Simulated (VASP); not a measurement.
Wanted: the native input for a VASP 6.6.1 run.

```
Task                   : single point
Functional             : PBE
Potentials or basis    : VASP PAW PBE potentials, release 64 (W_sv, N)
Cutoff                 : 520 eV
k mesh                 : 4 × 4 × 4
Occupations            : gaussian, width 0.1 eV
Spin                   : no spin polarisation
Dipole correction      : no
Further INCAR settings : ALGO = Normal; EDIFF = 1e-06; NBANDS = 38
```

The structure of W4N lies in POSCAR:

```
W4N
1.0
    4.1347997281      0.0000000000      0.0000000000
    0.0000000000      4.1347997281      0.0000000000
    0.0000000000      0.0000000000      4.1347997281
W N
4 1
Direct
    0.5000000000      0.0000000000      0.0000000000
    0.0000000000      0.5000000000      0.0000000000
    0.0000000000      0.0000000000      0.5000000000
    0.5000000000      0.5000000000      0.5000000000
    0.0000000000      0.0000000000      0.0000000000
```

The cell was generated, and may not be a known phase.

The input as run:

INCAR

```
PREC = Accurate ; ENCUT = 520
EDIFF = 1E-6 ; ISMEAR = 0
SIGMA = 0.1 ; LREAL = F
LASPH = T ; NELM = 100
ALGO = Normal ; ISIF = 2
LWAVE = F ; LCHARG = T
GGA = PE ; LELF = T
LVHAR = T ; NBANDS = 38
```

KPOINTS

```
regular mesh
0
Gamma
  4 4 4
```

Potentials or basis: VASP PAW PBE potentials, release 64 (W_sv, N).

The run is started by

```bash
$ cat potpaw_PBE.64/W_sv/POTCAR potpaw_PBE.64/N/POTCAR > POTCAR
$ mpirun -np 1 vasp_std > vasp.out
```

Results of the run:

The pressure is 0.6 GPa and the band gap on the k mesh is zero (an odd number of electrons rules out a gap without spin polarisation).

Caveat: the k points lie up to 0.38 Å⁻¹ apart, too coarse for converged energies and pressures of a metal; spin-orbit coupling is left out, which moves the levels of the heavy elements.

Run time: 38 s on 1 thread of Intel Xeon 8259CL, on a shared host, peak memory 0.18 GiB.
